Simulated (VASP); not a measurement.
# SiC (zincblende type) (F-43m) in VASP: a series of runs

SiC (zincblende type) is run at these levels: PBE; tasks: electric field gradients.

Everything below comes from runs of VASP 6.6.1. Logs are shortened: lines on timing, memory, paths and dates and some standing lists are left out, and cuts for length are marked.

## 1. The cell of the first run

The structure is cubic, space group F-43m (No. 216). Conventional cell: a = 4.291 Å, b = 4.291 Å, c = 4.291 Å, α = 90.00°, β = 90.00°, γ = 90.00°. Within 2.5 Å of Si (site symmetry -43m) lie 4 C at 1.86 Å. Within 2.5 Å of C (site symmetry -43m) lie 4 Si at 1.86 Å.

## 2. Electric field gradients, PBE (9.88 Å³/atom)

Input file INCAR:

```
SYSTEM = SiC
PREC = Accurate ; ENCUT = 520
EDIFF = 1E-8 ; ISMEAR = -1
SIGMA = 0.08 ; LREAL = .False.
LASPH = .True. ; NELM = 60
ALGO = Normal ; ISIF = 2
LWAVE = .False. ; LCHARG = .False.
GGA = PE ; LEFG = .True.
NBANDS = 11
```

Input file KPOINTS:

```
Automatic mesh
0
Gamma
  16 16 16
  0 0 0
```

Input file POSCAR:

```
SiC
1.0
    0.0000000000      2.1455490268      2.1455490268
    2.1455490268      0.0000000000      2.1455490268
    2.1455490268      2.1455490268      0.0000000000
Si C
1 1
Direct
    0.0000000000      0.0000000000      0.0000000000
    0.2500000000      0.2500000000      0.2500000000
```

Potentials or basis: VASP PAW PBE potentials, release 64 (Si, C).

Command:

```console
> cat potpaw_PBE.64/Si/POTCAR potpaw_PBE.64/C/POTCAR > POTCAR
> mpirun -np 1 vasp_std > vasp.out
```

OUTCAR:

```text
SYSTEM = SiC
   PREC = Accurate
   ENCUT = 520
   EDIFF = 1E-8
   ISMEAR = -1
   LREAL = .False.
   LASPH = .True.
   NELM = 60
   ISIF = 2
   GGA = PE

 ion  position               nearest neighbor table
   1  0.000  0.000  0.000-   2 1.86   2 1.86   2 1.86   2 1.86
   2  0.250  0.250  0.250-   1 1.86   1 1.86   1 1.86   1 1.86

  LATTYP: Found a face centered cubic cell.
 ALAT       =     4.2910980536

  Lattice vectors:

 A1 = (   0.0000000000,   2.1455490268,   2.1455490268)
 A2 = (   2.1455490268,   0.0000000000,   2.1455490268)
 A3 = (   2.1455490268,   2.1455490268,   0.0000000000)

Analysis of symmetry for initial positions (statically):
=====================================================================
 Subroutine PRICEL returns:
 Original cell was already a primitive cell.

 Routine SETGRP: Setting up the symmetry group for a
 face centered cubic supercell.

 Subroutine GETGRP returns: Found 24 space group operations
 (whereof 24 operations were pure point group operations)
 out of a pool of 48 trial point group operations.

The static configuration has the point symmetry T_d .

Analysis of symmetry for dynamics (positions and initial velocities):
=====================================================================
 Subroutine PRICEL returns:
 Original cell was already a primitive cell.

 Routine SETGRP: Setting up the symmetry group for a
 face centered cubic supercell.

 Subroutine GETGRP returns: Found 24 space group operations
 (whereof 24 operations were pure point group operations)
 out of a pool of 48 trial point group operations.

The dynamic configuration has the point symmetry T_d .

 Subroutine INISYM returns: Found 24 space group operations
 (whereof 24 operations are pure point group operations),
 and found     1 'primitive' translations

----------------------------------------------------------------------------------------

                                     Primitive cell

  volume of cell :      19.7536

  direct lattice vectors                    reciprocal lattice vectors
     0.000000000  2.145549027  2.145549027    -0.233040585  0.233040585  0.233040585
     2.145549027  0.000000000  2.145549027     0.233040585 -0.233040585  0.233040585
     2.145549027  2.145549027  0.000000000     0.233040585  0.233040585 -0.233040585

  length of vectors
     3.034264532  3.034264532  3.034264532     0.403638133  0.403638133  0.403638133

  position of ions in fractional coordinates (direct lattice)
     0.000000000  0.000000000  0.000000000
     0.250000000  0.250000000  0.250000000

  ion indices of the primitive-cell ions
   primitive index   ion index
                 1           1
                 2           2

----------------------------------------------------------------------------------------

 KPOINTS: Automatic mesh

Automatic generation of k-mesh.
 Grid dimensions read from file:
 generate k-points for:   16   16   16

 Generating k-lattice:

  Cartesian coordinates                     Fractional coordinates (reciprocal lattice)
    -0.014565037  0.014565037  0.014565037     0.062500000  0.000000000  0.000000000
     0.014565037 -0.014565037  0.014565037     0.000000000  0.062500000  0.000000000
     0.014565037  0.014565037 -0.014565037     0.000000000  0.000000000  0.062500000

  Length of vectors
     0.025227383  0.025227383  0.025227383

  Shift w.r.t. Gamma in fractional coordinates (k-lattice)
     0.000000000  0.000000000  0.000000000

 Subroutine IBZKPT returns following result:
 ===========================================

 Found    145 irreducible k-points:

 Following reciprocal coordinates:
            Coordinates               Weight
  0.000000  0.000000  0.000000      1.000000
  0.062500  0.000000  0.000000      8.000000
  0.125000  0.000000  0.000000      8.000000
  0.187500  0.000000  0.000000      8.000000
  0.250000  0.000000  0.000000      8.000000
  0.312500  0.000000  0.000000      8.000000
[... 16 lines left out ...]
 -0.125000  0.062500  0.000000     24.000000
 -0.062500  0.062500  0.000000     12.000000
 [... further k-points ...]
   k-points           NKPTS =    145   k-points in BZ     NKDIM =    145   number of bands    NBANDS=     11
   number of dos      NEDOS =    301   number of ions     NIONS =      2
   total plane-waves  NPLWV =  13824
   dimension x,y,z NGX =    24 NGY =   24 NGZ =   24
   dimension x,y,z NGXF=    48 NGYF=   48 NGZF=   48
   ions per type =               1   1
   NGX,Y,Z   is equivalent  to a cutoff of  13.15, 13.15, 13.15 a.u.
   NGXF,Y,Z  is equivalent  to a cutoff of  26.30, 26.30, 26.30 a.u.
 SYSTEM =  SiC
   PREC   = accura    normal or accurate (medium, high low for compatibility)
   ISTART =      0    job   : 0-new  1-cont  2-samecut
   ICHARG =      2    charge: 1-file 2-atom 10-const
   ISPIN  =      1    spin polarized calculation?
   LNONCOLLINEAR =      F non collinear calculations
   LSORBIT =      F    spin-orbit coupling
   LASPH  =      T    aspherical Exc in radial PAW
   ENCUT  =  520.0 eV  38.22 Ry    6.18 a.u.   5.64  5.64  5.64*2*pi/ulx,y,z
   NELM   =     60;   NELMIN=  2; NELMDL= -5     # of ELM steps
   EDIFF  = 0.1E-07   stopping-criterion for ELM
   LREAL  =      F    real-space projection
   EDIFFG = 0.1E-06   stopping-criterion for IOM
   NSW    =      0    number of steps for IOM
   IBRION =     -1    ionic relax: 0-MD 1-quasi-New 2-CG
   NFREE  =      0    steps in history (QN), initial steepest desc. (CG)
   ISIF   =      2    stress and relaxation
   ISYM   =      2    0-nonsym 1-usesym 2-fastsym
   POTIM  = 0.5000    time-step for ionic-motion
   TEBEG  =    0.0;   TEEND  =   0.0 temperature during run
   PSTRESS=    0.0 pullay stress
   NELECT =       8.0000    total number of electrons
   NUPDOWN=      -1.0000    fix difference up-down
   EMIN   =  10.00;   EMAX   =-10.00  energy-range for DOS
   EFERMI =   0.00;   METHOD = LEGACY
   ISMEAR =    -1;   SIGMA  =   0.08  broadening in eV -4-tet -1-fermi 0-gaus
   EFERMI_NEDOS =   21; number of points for ismear=-14 and -15
   IALGO  =     38    algorithm
   IMIX   =      4    mixing-type and parameters
     AMIX     =   0.40;   BMIX     =  1.00
     AMIX_MAG =   1.60;   BMIX_MAG =  1.00
  volume/ion in A,a.u.               =       9.88        66.65
  Fermi-wavevector in a.u.,A,eV,Ry     =   1.211220  2.288874 19.960482  1.467054
  Thomas-Fermi vector in A             =   2.346742
   LORBIT       =      0    0 simple, 1 ext, 2 COOP (PROOUT), +10 PAW based schemes
   GGA     = PE    functional components
   LHFCALC =     F    Hartree Fock is set to
   AEXX    =    0.0000 exact exchange contribution
   IVDW    =     0    specifies the selected vdW correction
   LEPSILON=     F    determine dielectric tensor
   LRPA    =     F    only Hartree local field effects (RPA)
 non-spin polarized calculation
  energy-cutoff  :      520.00
  volume of cell :       19.75
 maximum number of plane-waves:       544
   NGX = 11   NGY = 11   NGZ = 11

 number of electron       7.9999999 magnetization

 Free energy of the ion-electron system (eV)
  ---------------------------------------------------
  ext. energy  EPLUGINS =         0.00000000
  ---------------------------------------------------
  free energy    TOTEN  =       -15.00660817 eV

  energy without entropy =      -15.00660552  energy(sigma->0) =      -15.00660684

 E-fermi :   9.3785     XC(G=0): -11.5601

 val. band max:        8.6359813754   @ k =   0.0000   0.0000   0.0000
 cond. band min:       9.9483634605   @ k =   0.5000   0.5000   0.0000
 fundamental gap:      1.3123820851
 Fermi energy:         9.3784707289

 k-point     1 :       0.0000    0.0000    0.0000
  band No.  band energies     occupation
      1      -7.1362      2.00000
      2       8.6360      1.99981
      3       8.6360      1.99981
      4       8.6360      1.99981
      5      15.4167      0.00000
      6      16.2740      0.00000
      7      16.2740      0.00000
      8      16.2740      0.00000
      9      23.4184      0.00000
     10      23.4184      0.00000
     11      25.8492      0.00000
[... 309 lines left out ...]
 k-point    24 :      -0.0625    0.0625    0.0000
  band No.  band energies     occupation
      1      -6.9251      2.00000
      2       7.7245      2.00000
      3       8.2199      2.00000
      4       8.6164      1.99985
      5      15.7320      0.00000
      6      16.2586      0.00000
      7      16.4045      0.00000
      8      16.9264      0.00000
      9      21.9257      0.00000
     10      22.8180      0.00000
     11      26.0067      0.00000

 [... further k-points ...]

------------------------ aborting loop because EDIFF is reached ----------------------------------------

  FORCE on cell =-STRESS in cart. coord.  units (eV):
  Direction    XX          YY          ZZ          XY          YZ          ZX
  --------------------------------------------------------------------------------------
  -------------------------------------------------------------------------------------
  Total        1.8018469      1.8018469      1.8018469     -0.0000000      0.0000000     -0.0000000
  in kB      146.1447289    146.1447289    146.1447289     -0.0000000      0.0000000     -0.0000000
  external PRESSURE =     146.1447289 kB  Pullay stress =       0.0000000 kB

 VOLUME and BASIS-vectors are now :
 -----------------------------------------------------------------------------
  energy-cutoff  :      520.00
  volume of cell :       19.75
      direct lattice vectors                 reciprocal lattice vectors
     0.000000000  2.145549027  2.145549027    -0.233040585  0.233040585  0.233040585
     2.145549027  0.000000000  2.145549027     0.233040585 -0.233040585  0.233040585
     2.145549027  2.145549027  0.000000000     0.233040585  0.233040585 -0.233040585

 POSITION                                       TOTAL-FORCE (eV/Angst)
 -----------------------------------------------------------------------------------
      0.00000      0.00000      0.00000         0.000000      0.000000      0.000000
      1.07277      1.07277      1.07277        -0.000000     -0.000000     -0.000000
 -----------------------------------------------------------------------------------
    total drift:                                0.000000      0.000000      0.000000

  FREE ENERGIE OF THE ION-ELECTRON SYSTEM (eV)
  ---------------------------------------------------
  free  energy   TOTEN  =       -15.0066081685 eV

  energy  without entropy=      -15.0066055164  energy(sigma->0) =      -15.00660684

 Electric field gradients (V/A^2)
---------------------------------------------------------------------
 ion       V_xx      V_yy      V_zz      V_xy      V_xz      V_yz
---------------------------------------------------------------------
   1      -0.000     0.000    -0.000     0.000     0.000     0.000
   2       0.000    -0.000     0.000    -0.000    -0.000    -0.000
---------------------------------------------------------------------

 Electric field gradients after diagonalization (V/A^2)
 (convention: |V_zz| > |V_xx| > |V_yy|)
----------------------------------------------------------------------
 ion       V_xx      V_yy      V_zz     asymmetry (V_yy - V_xx)/ V_zz
----------------------------------------------------------------------
   1      -0.000    -0.000     0.000       0.000
   2       0.000     0.000    -0.000       0.000
----------------------------------------------------------------------

           NMR quadrupolar parameters

 Cq : quadrupolar parameter    Cq=e*Q*V_zz/h
 eta: asymmetry parameters     (V_yy - V_xx)/ V_zz
 Q  : nuclear electric quadrupole moment in mb (millibarn)
----------------------------------------------------------------------
 ion       Cq(MHz)       eta       Q (mb)
----------------------------------------------------------------------
   1       0.000       0.000       1.000
   2      -0.000       0.000       1.000
----------------------------------------------------------------------
```

It took 18 s on 1 thread of Intel Xeon 6975P-C (Granite Rapids), shared host; peak memory 0.15 GiB.

Results:

| Property | Result |
| --- | --- |
| Free energy | -15.0066 eV |
| Pressure | 14.6 GPa |
| Band gap on the k mesh | 1.31 eV (least direct gap 4.59 eV) |
| Largest electric field gradient by atom | zero within the noise of the run |

Levels at points of the mesh, in eV from the valence-band top:
```csv
k point,band 2,band 3,band 4,band 5,band 6,band 7
"(0.00, 0.00, 0.00)",0.00,0.00,0.00,6.78,7.64,7.64
"(0.50, 0.00, 0.00)",-8.79,-1.06,-1.06,5.86,7.42,7.42
"(0.50, 0.50, 0.00)",-7.94,-3.27,-3.27,1.31,4.49,14.58
```

Caveat: the cell stands under pressure. A k mesh can miss the band edges.

## 3. Electric field gradients, PBE (9.88 Å³/atom)

Input file INCAR:

```
ALGO = Normal
EDIFF = 1E-8
ENCUT = 520
GGA = PE
ISIF = 2
ISMEAR = -1
LASPH = T
LCHARG = F
LEFG = T
LREAL = F
LWAVE = F
NBANDS = 11
NELM = 100
PREC = Accurate
SIGMA = 0.08
```

Input file KPOINTS:

```
k-points
0
Gamma
  16 16 16
```

POSCAR is that of step 2.

Potentials or basis: VASP PAW PBE potentials, release 64 (Si, C).

Command:

```console
> cat potpaw_PBE.64/Si/POTCAR potpaw_PBE.64/C/POTCAR > POTCAR
> mpirun -np 1 vasp_std > vasp.out
```

OUTCAR:

```text
EDIFF = 1E-8
   ENCUT = 520
   GGA = PE
   ISIF = 2
   ISMEAR = -1
   LASPH = T
   LREAL = F
   NELM = 100
   PREC = Accurate

 ion  position               nearest neighbor table
   1  0.000  0.000  0.000-   2 1.86   2 1.86   2 1.86   2 1.86
   2  0.250  0.250  0.250-   1 1.86   1 1.86   1 1.86   1 1.86

  LATTYP: Found a face centered cubic cell.
 ALAT       =     4.2910980536

  Lattice vectors:

 A1 = (   0.0000000000,   2.1455490268,   2.1455490268)
 A2 = (   2.1455490268,   0.0000000000,   2.1455490268)
 A3 = (   2.1455490268,   2.1455490268,   0.0000000000)

Analysis of symmetry for initial positions (statically):
=====================================================================
 Subroutine PRICEL returns:
 Original cell was already a primitive cell.

 Routine SETGRP: Setting up the symmetry group for a
 face centered cubic supercell.

 Subroutine GETGRP returns: Found 24 space group operations
 (whereof 24 operations were pure point group operations)
 out of a pool of 48 trial point group operations.

The static configuration has the point symmetry T_d .

Analysis of symmetry for dynamics (positions and initial velocities):
=====================================================================
 Subroutine PRICEL returns:
 Original cell was already a primitive cell.

 Routine SETGRP: Setting up the symmetry group for a
 face centered cubic supercell.

 Subroutine GETGRP returns: Found 24 space group operations
 (whereof 24 operations were pure point group operations)
 out of a pool of 48 trial point group operations.

[... 478 lines left out ...]
      1      -6.9251      2.00000
      2       7.7245      2.00000
      3       8.2199      2.00000
      4       8.6164      1.99985
      5      15.7320      0.00000
      6      16.2586      0.00000
      7      16.4045      0.00000
      8      16.9264      0.00000
      9      21.9257      0.00000
     10      22.8180      0.00000
     11      26.0067      0.00000

 [... further k-points ...]

------------------------ aborting loop because EDIFF is reached ----------------------------------------

  FORCE on cell =-STRESS in cart. coord.  units (eV):
  Direction    XX          YY          ZZ          XY          YZ          ZX
  --------------------------------------------------------------------------------------
  -------------------------------------------------------------------------------------
  Total        1.8018469      1.8018469      1.8018469     -0.0000000      0.0000000     -0.0000000
  in kB      146.1447289    146.1447289    146.1447289     -0.0000000      0.0000000     -0.0000000
  external PRESSURE =     146.1447289 kB  Pullay stress =       0.0000000 kB

 VOLUME and BASIS-vectors are now :
 -----------------------------------------------------------------------------
  energy-cutoff  :      520.00
  volume of cell :       19.75
      direct lattice vectors                 reciprocal lattice vectors
     0.000000000  2.145549027  2.145549027    -0.233040585  0.233040585  0.233040585
     2.145549027  0.000000000  2.145549027     0.233040585 -0.233040585  0.233040585
     2.145549027  2.145549027  0.000000000     0.233040585  0.233040585 -0.233040585

 POSITION                                       TOTAL-FORCE (eV/Angst)
 -----------------------------------------------------------------------------------
      0.00000      0.00000      0.00000         0.000000      0.000000      0.000000
      1.07277      1.07277      1.07277        -0.000000     -0.000000     -0.000000
 -----------------------------------------------------------------------------------
    total drift:                                0.000000      0.000000      0.000000

  FREE ENERGIE OF THE ION-ELECTRON SYSTEM (eV)
  ---------------------------------------------------
  free  energy   TOTEN  =       -15.0066081685 eV

  energy  without entropy=      -15.0066055164  energy(sigma->0) =      -15.00660684

 Electric field gradients (V/A^2)
---------------------------------------------------------------------
 ion       V_xx      V_yy      V_zz      V_xy      V_xz      V_yz
---------------------------------------------------------------------
   1      -0.000     0.000    -0.000     0.000     0.000     0.000
   2       0.000    -0.000     0.000    -0.000    -0.000    -0.000
---------------------------------------------------------------------

 Electric field gradients after diagonalization (V/A^2)
 (convention: |V_zz| > |V_xx| > |V_yy|)
----------------------------------------------------------------------
 ion       V_xx      V_yy      V_zz     asymmetry (V_yy - V_xx)/ V_zz
----------------------------------------------------------------------
   1      -0.000    -0.000     0.000       0.000
   2       0.000     0.000    -0.000       0.000
----------------------------------------------------------------------

           NMR quadrupolar parameters

 Cq : quadrupolar parameter    Cq=e*Q*V_zz/h
 eta: asymmetry parameters     (V_yy - V_xx)/ V_zz
 Q  : nuclear electric quadrupole moment in mb (millibarn)
----------------------------------------------------------------------
 ion       Cq(MHz)       eta       Q (mb)
----------------------------------------------------------------------
   1       0.000       0.000       1.000
   2      -0.000       0.000       1.000
----------------------------------------------------------------------
```

Run time: 11 s. Hardware: 1 thread of Intel Xeon 6975P-C (Granite Rapids), shared host; peak memory 0.15 GiB.

What came out:

| Item | Value |
| --- | --- |
| Free energy | -15.0066 eV |
| Pressure | 14.6 GPa |
| Band gap on the k mesh | 1.31 eV (least direct gap 4.59 eV) |
| Largest electric field gradient by atom | zero within the noise of the run |

Caveat: the cell stands under pressure. A k mesh can miss the band edges.

(Continued in part 2 of 2.)
